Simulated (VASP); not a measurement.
A run of VASP 6.6.1:

INCAR

```
SYSTEM = Fe
ALGO = Normal ; EDIFF = 1E-6
ENCUT = 600 ; GGA = PE
GGA_COMPAT = .FALSE. ; ISIF = 2
ISMEAR = 0 ; ISPIN = 2
LASPH = .TRUE. ; LCHARG = .TRUE.
LELF = .TRUE. ; LMAXMIX = 4
LORBIT = 11 ; LREAL = .FALSE.
LVHAR = .TRUE. ; LWAVE = .FALSE.
MAGMOM = 3 3 ; NBANDS = 19
NELM = 200 ; PREC = Accurate
SIGMA = 0.013000000000000001
```

Contents of KPOINTS:

```
k-points
0
G
  12 12 7
  0 0 0
```

POSCAR

```
Fe
1.0
    2.4341575853      0.0000000000      0.0000000000
   -1.2170787927      2.1080423057      0.0000000000
    0.0000000000      0.0000000000      3.8419344700
Fe
2
Direct
    0.6666666667      0.3333333333      0.7500000000
    0.3333333333      0.6666666667      0.2500000000
```

Potentials or basis: VASP PAW PBE potentials, release 64 (Fe).

Command:

```console
$ cat potpaw_PBE.64/Fe/POTCAR > POTCAR
$ mpirun -np 1 vasp_std > vasp.out
```

Hardware: 1 thread of Intel Xeon 8259CL, with other jobs on the host.

Q: How long does it take, and how much memory?

A: It took 2 min on 1 thread of Intel Xeon 8259CL (shared host), peak memory 0.18 GiB. Counts: scf iterations 15, k points 76.
